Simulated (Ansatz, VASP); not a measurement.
BW16: VASP beside Ansatz

```
CELL_PARAMETERS angstrom
6.32000 0.00000 0.00000
0.00000 6.32000 0.00000
0.00000 0.00000 6.32000
ATOMIC_POSITIONS crystal
W 0.99309 0.99989 0.00401
W 0.49298 0.99989 0.99878
W 0.99274 0.49989 0.99878
W 0.99300 0.99989 0.49691
W 0.24514 0.25212 0.25044
W 0.49274 0.49988 0.94709
W 0.49292 0.99989 0.50208
W 0.74067 0.25209 0.25043
W 0.99297 0.49989 0.50208
W 0.24515 0.74762 0.25044
W 0.23285 0.23977 0.75044
W 0.49316 0.49988 0.55381
W 0.74067 0.74767 0.25043
W 0.75312 0.23970 0.75043
W 0.23286 0.76000 0.75044
W 0.75313 0.76007 0.75043
B 0.49286 0.49989 0.25045
```

Alike in both runs: functional PBEsol; k mesh 3 × 3 × 3; occupations gaussian, width 0.1 eV; no spin polarisation.

Ansatz relaxed the structure, and its values are those at the end. VASP's run is a single point on that final structure, the one shown.

|  | VASP | Ansatz |
| --- | --- | --- |
| version | VASP 6.6.1 | Ansatz 0.2.0 |
| potentials or method | VASP PAW PBE potentials, release 64 (W_sv, B), cutoff 520 eV | scalar-relativistic, plane waves, PAW |
| valence electrons in the cell | 227 | 227 |

```tsv
	VASP	Ansatz	Ansatz less VASP
rms of the force components (eV/Å)	0.016	0.007	-0.0092
```

VASP's potentials were made for PBE, not for PBEsol, and Ansatz warns of the same on its side. The functional is the same, so the differences come from potentials, cutoffs and numerics.

Neither program's run includes spin-orbit coupling.
